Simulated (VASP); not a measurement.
Wanted: the native input for a VASP 6.6.1 run.

| Quantity | Value |
| --- | --- |
| Task | single point |
| Functional | PBE |
| Potentials or basis | VASP PAW PBE potentials, release 64 (Sr_sv, Re) |
| Cutoff | 520 eV |
| k mesh | 8 × 8 × 8 |
| Occupations | gaussian, width 0.1 eV |
| Spin | no spin polarisation |
| Dipole correction | no |
| Further INCAR settings | ALGO = Normal; EDIFF = 1e-07; NBANDS = 35 |

The structure of SrRe6 lies in POSCAR:

```
SrRe6
1.0
   -3.4691825500      3.4691825500      3.4691825500
    3.4691825500     -3.4691825500      3.4691825500
    3.4691825500      3.4691825500     -3.4691825500
Sr Re
1 6
Direct
    0.0000000000      0.0000000000      0.0000000000
    0.7500000000      0.2500000000      0.5000000000
    0.2500000000      0.7500000000      0.5000000000
    0.5000000000      0.2500000000      0.7500000000
    0.7500000000      0.5000000000      0.2500000000
    0.5000000000      0.7500000000      0.2500000000
    0.2500000000      0.5000000000      0.7500000000
```

These files were run (other wordings do the same):

INCAR

```
SYSTEM = SrRe6
PREC     = Accurate       ! precision mode
ENCUT    = 520            ! plane-wave cutoff, eV
EDIFF    = 1E-7           ! SCF threshold, eV
ISMEAR   = 0              ! smearing method
SIGMA    = 0.1            ! smearing width, eV
LREAL    = .False.        ! projectors in reciprocal space
LASPH    = .True.         ! aspherical terms in the spheres
NELM     = 100            ! most SCF steps
ALGO     = Normal         ! electronic algorithm
ISIF     = 2              ! what is computed and relaxed
LWAVE    = .False.        ! write WAVECAR
LCHARG   = .True.         ! write CHGCAR
GGA      = PE             ! functional
LELF     = .True.         ! ELF
LVHAR    = .True.       
NBANDS   = 35             ! bands
```

KPOINTS

```
Automatic mesh
0
Gamma
  8 8 8
  0 0 0
```

Potentials or basis: VASP PAW PBE potentials, release 64 (Sr_sv, Re).

Run with:

```sh
$ cat potpaw_PBE.64/Sr_sv/POTCAR potpaw_PBE.64/Re/POTCAR > POTCAR
$ mpirun -np 1 vasp_std > vasp.out
```

Results of the run:

The pressure is -1.2 GPa and the band gap on the k mesh is zero (band 26 reaches 4.76 eV, above the bottom of band 27 at 2.75 eV).

Caveat: spin-orbit coupling is left out, which moves the levels of the heavy elements.

Wall time 3.2 min on 1 thread of Intel(R) Xeon(R) Platinum 8488C (Sapphire Rapids), with other jobs on the host, peak memory 0.4 GiB.
